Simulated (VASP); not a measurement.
Set up this calculation in VASP 6.6.1, as the native input.

```
Task                   : electric field gradients
Functional             : PBE
Potentials or basis    : VASP PAW PBE potentials, release 64 (Fe, O)
Cutoff                 : 520 eV
k mesh                 : 16 × 16 × 16
Occupations            : fermi-dirac, width 0.03 eV
Spin                   : collinear spin, ferromagnetic start
Starting moments       : [3.0, 0.0] μB
Dipole correction      : no
Further INCAR settings : ALGO = Normal; EDIFF = 1e-08; NBANDS = 18
```

The structure of FeO lies in POSCAR:

```
FeO
1.0
    1.5049271478      0.8688700939      2.4946512370
   -1.5049271478      0.8688700939      2.4946512370
    0.0000000000     -1.7377401879      2.4946512370
Fe O
1 1
Direct
    0.0000000000      0.0000000000      0.0000000000
    0.5000000000      0.5000000000      0.5000000000
```

The input as run:

INCAR

```
SYSTEM = FeO
ALGO = Normal
EDIFF = 1E-8
ENCUT = 520
GGA = PE
ISIF = 2
ISMEAR = -1
ISPIN = 2
LASPH = .TRUE.
LCHARG = .FALSE.
LEFG = .TRUE.
LMAXMIX = 4
LORBIT = 11
LREAL = .FALSE.
LWAVE = .FALSE.
MAGMOM = 3 0
NBANDS = 18
NELM = 150
PREC = Accurate
SIGMA = 0.03
```

KPOINTS

```
k-points
0
G
  16 16 16
  0 0 0
```

Potentials or basis: VASP PAW PBE potentials, release 64 (Fe, O).

Command:

```bash
$ cat potpaw_PBE.64/Fe/POTCAR potpaw_PBE.64/O/POTCAR > POTCAR
$ mpirun -np 1 vasp_std > vasp.out
```

Results of the run:

The pressure is 4.3 GPa and the band gap on the k mesh is zero (filled and empty bands overlap). The net moment is 4.00 μB per cell, the site moments are Fe +3.62; O +0.31 μB and the largest electric field gradient by atom is Fe +1.4; O +2.9 V/Å². The valence electrons inside the program's atomic spheres are Fe 6.77; O 5.01.

Caveat: the cell stands under pressure; without QUAD_EFG the Cq values of the log hold for a quadrupole moment of 1 mb, not for the nuclei; a cell with one magnetic atom can't hold antiferromagnetic order, which such compounds often take; semilocal functionals often make such compounds metallic where correlation or magnetic order opens a gap, which also shifts bond lengths.

It took 9.3 min on 1 thread of Oxide Virtual Turin-like Processor (shared host), peak memory 0.3 GiB.
